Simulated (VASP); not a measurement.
A run of VASP 6.6.1:

Contents of INCAR:

```
SYSTEM = AlCu3
PREC = Accurate ; ENCUT = 520
EDIFF = 1E-7 ; ISMEAR = 0
SIGMA = 0.15 ; LREAL = .False.
LASPH = .True. ; NELM = 60
ALGO = Fast ; ISIF = 2
LWAVE = .False. ; LCHARG = .False.
NBANDS = 26
```

Contents of KPOINTS:

```
regular mesh
0
Gamma
  12 12 12
  0 0 0
```

File POSCAR:

```
AlCu3
1.0
    3.6188147484      0.0000000000      0.0000000000
    0.0000000000      3.6188147484      0.0000000000
    0.0000000000      0.0000000000      3.6188147484
Al Cu
1 3
Direct
    0.0000000000      0.0000000000      0.0000000000
    0.5000000000      0.4732517947      0.0000000000
    0.5000000000      0.0000000000      0.5000000000
    0.0000000000      0.5267482053      0.5000000000
```

Potentials or basis: VASP PAW LDA potentials, release 64 (Al, Cu).

Run with:

```sh
$ cat potpaw_LDA.64/Al/POTCAR potpaw_LDA.64/Cu/POTCAR > POTCAR
$ mpirun -np 1 vasp_std > vasp.out
```

Hardware: 1 thread of Intel(R) Xeon(R) Platinum 8488C (Sapphire Rapids), with other jobs on the host.

Question: How long does it take, and how much memory?

Answer: It took 2.9 min on 1 thread of Intel(R) Xeon(R) Platinum 8488C (Sapphire Rapids) (shared host), peak memory 0.29 GiB. Counts: scf iterations 18, k points 196.
